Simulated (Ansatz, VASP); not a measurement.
# ZnO: VASP beside Ansatz

Contents of INCAR:

```
SYSTEM = ZnO
ALGO = Normal
EDIFF = 1E-6
ENCUT = 520
GGA = CA
ISIF = 2
ISMEAR = -1
LASPH = .True.
LCHARG = .False.
LREAL = .False.
LWAVE = .False.
NBANDS = 26
NELM = 60
PREC = Accurate
SIGMA = 0.05
```

Contents of KPOINTS:

```
k-points
0
Gamma
  9 9 4
  0 0 0
```

Contents of POSCAR:

```
ZnO
1.0
    3.3312348463      0.0000000000      0.0000000000
   -1.6656174231      2.8849340028      0.0000000000
    0.0000000000      0.0000000000      7.2242737071
Zn O
2 2
Direct
    0.0000000000      0.0000000000      0.2500000000
    0.0000000000      0.0000000000      0.7500000000
    0.6666666667      0.3333333333      0.7500000000
    0.3333333333      0.6666666667      0.2500000000
```

input.yaml

```yaml
crystal:
  lattice:
    - [3.3312348463, 0.0, 0.0]
    - [-1.6656174231, 2.8849340028, 0.0]
    - [0.0, 0.0, 7.2242737071]
  atoms:
    - { symbol: Zn, position: [0.0, 0.0, 0.25] }
    - { symbol: Zn, position: [0.0, 0.0, 0.75] }
    - { symbol: O, position: [0.6666666667, 0.3333333333, 0.75] }
    - { symbol: O, position: [0.3333333333, 0.6666666667, 0.25] }
kpoints:
  mp_grid: { grid: [9, 9, 4] }
scf:
  occupations: { method: fermi_dirac, width: 0.05 }
hamiltonian:
  xc: lda
  pseudopotentials: { kind: all_electron, lapw: { basis_error: 0.002 } }
output:
  forces: true
  stress: true
  eigenvalues: true
```

Change from the starting cell: volume scaled by 1.04.

Alike in both runs: task single point; functional LDA; k mesh 9 × 9 × 4; occupations fermi-dirac, width 0.05 eV; no spin polarisation.

```csv
,VASP,Ansatz
version,VASP 6.6.1,Ansatz 0.2.0
potentials or method,"VASP PAW LDA potentials, release 64 (Zn, O), cutoff 520 eV","all-electron LAPW, scalar-relativistic"
```

VASP gave:

- gap on the k mesh at the Fermi level (eV): 0.75
- least direct gap on the mesh (eV): 0.75
- pressure (GPa): -10.2
- traceless stress, the component that is largest in VASP (GPa): 8.42

Question: What did Ansatz give for the same quantities?

Answer: gap on the k mesh at the Fermi level (eV): 0.75; least direct gap on the mesh (eV): 0.75; pressure (GPa): -10.7; traceless stress, the component that is largest in VASP (GPa): 9.07.

LDA's correlation is that of Perdew and Zunger in VASP and of Perdew and Wang (1992) in Ansatz. Ansatz ran all-electron here, and VASP with PAW potentials.
